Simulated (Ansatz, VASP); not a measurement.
**Two plane-wave programs on MgCd2SeS2**

Contents of INCAR:

```
SYSTEM = MgCd2SeS2
ALGO     = Normal         ! electronic algorithm
EDIFF    = 1E-7           ! SCF threshold, eV
ENCUT    = 520            ! plane-wave cutoff, eV
GGA      = PE             ! functional
ISIF     = 2              ! what is computed and relaxed
ISMEAR   = 0              ! smearing method
LASPH    = .True.         ! aspherical terms in the spheres
LCHARG   = .False.        ! write CHGCAR
LREAL    = .False.        ! projectors in reciprocal space
LWAVE    = .False.        ! write WAVECAR
NBANDS   = 31             ! bands
NELM     = 100            ! most SCF steps
PREC     = Accurate       ! precision mode
SIGMA    = 0.1            ! smearing width, eV
```

Contents of KPOINTS:

```
k-points
0
Gamma
  4 4 2
  0 0 0
```

Contents of POSCAR:

```
MgCd2SeS2
1.0
    4.4522656400      0.0000000000      0.0000000000
    0.0000000000      4.4522656400      0.0000000000
    0.0000000000      0.0000000000      7.5411567300
Mg Cd Se S
1 2 1 2
Direct
    0.0000000000      0.0000000000      0.0000000000
    0.5000000000      0.0000000000      0.8327630200
    0.0000000000      0.5000000000      0.1672369800
    0.5000000000      0.5000000000      0.0000000000
    0.5000000000      0.0000000000      0.3183099900
    0.0000000000      0.5000000000      0.6816900100
```

Input for Ansatz:

```yaml
crystal:
  lattice:
    - [4.45226564, 0.0, 0.0]
    - [0.0, 4.45226564, 0.0]
    - [0.0, 0.0, 7.54115673]
  atoms:
    - { symbol: Mg, position: [0.0, 0.0, 0.0] }
    - { symbol: Cd, position: [0.5, 0.0, 0.83276302] }
    - { symbol: Cd, position: [0.0, 0.5, 0.16723698] }
    - { symbol: Se, position: [0.5, 0.5, 0.0] }
    - { symbol: S, position: [0.5, 0.0, 0.31830999] }
    - { symbol: S, position: [0.0, 0.5, 0.68169001] }
basis:
  ecutwfc: 420
kpoints:
  mp_grid: { grid: [4, 4, 2] }
hamiltonian:
  xc: pbe
scf:
  occupations: { method: gaussian, width: 0.1 }
  lower_state_search: "off"
output:
  forces: true
  stress: true
  eigenvalues: true
```

Change from the starting cell: species swapped into the Pr2FeSi2Ru type (P-4m2, No. 115).

Alike in both runs: task single point; functional PBE; k mesh 4 × 4 × 2; occupations gaussian, width 0.1 eV; no spin polarisation.

|  | VASP | Ansatz |
| --- | --- | --- |
| version | VASP 6.6.1 | Ansatz 0.2.0 |
| potentials or method | VASP PAW PBE potentials, release 64 (Mg, Cd, Se, S), cutoff 520 eV | scalar-relativistic, plane waves, PAW |
| valence electrons in the cell | 44 | 78 |

|  | VASP | Ansatz | Ansatz less VASP |
| --- | --- | --- | --- |
| gap on the k mesh at the Fermi level (eV) | none | none | - |
| pressure (GPa) | 4.5 | 4.3 | -0.21 |
| traceless stress, the component that is largest in VASP (GPa) | -2.74 | -2.69 | +0.052 |
| rms of the force components (eV/Å) | 1.257 | 1.241 | -0.0160 |

Atom by atom the forces differ by 0.017 eV/Å (rms over components). A gap of «none» marks a metal or a gap that the smearing closes. The functional is the same, so the differences come from potentials, cutoffs and numerics. VASP's potentials hold 44 valence electrons a cell and Ansatz's 78, so a difference there can come from the potentials and not from the codes.

The k mesh is coarse, so the values compare programs but aren't converged.
